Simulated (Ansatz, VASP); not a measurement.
One calculation of AlN, two programs

```
CELL_PARAMETERS angstrom
0.03334 2.21579 2.21579
2.21579 0.03334 2.21579
2.21579 2.21579 0.03334
ATOMIC_POSITIONS crystal
Al 0.00073 0.00073 0.00073
N 0.24927 0.24927 0.24927
```

Change from the starting cell: strained cell.

Alike in both runs: task relaxation of the atoms; functional PBEsol; k mesh 9 × 9 × 9; occupations gaussian, width 0.02 eV; no spin polarisation.

|  | VASP | Ansatz |
| --- | --- | --- |
| version | VASP 6.6.1 | Ansatz 0.2.0 |
| potentials or method | VASP PAW PBE potentials, release 64 (Al, N), cutoff 520 eV | scalar-relativistic, plane waves, PAW |
| valence electrons in the cell | 8 | 8 |

|  | VASP | Ansatz | Ansatz less VASP |
| --- | --- | --- | --- |
| gap on the k mesh at the Fermi level, each at its own relaxed structure (eV) | 3.28 | 3.29 | +0.007 |

VASP's potentials were made for PBE, not for PBEsol, and Ansatz warns of the same on its side. Ansatz's warnings: stress scf threshold loose.
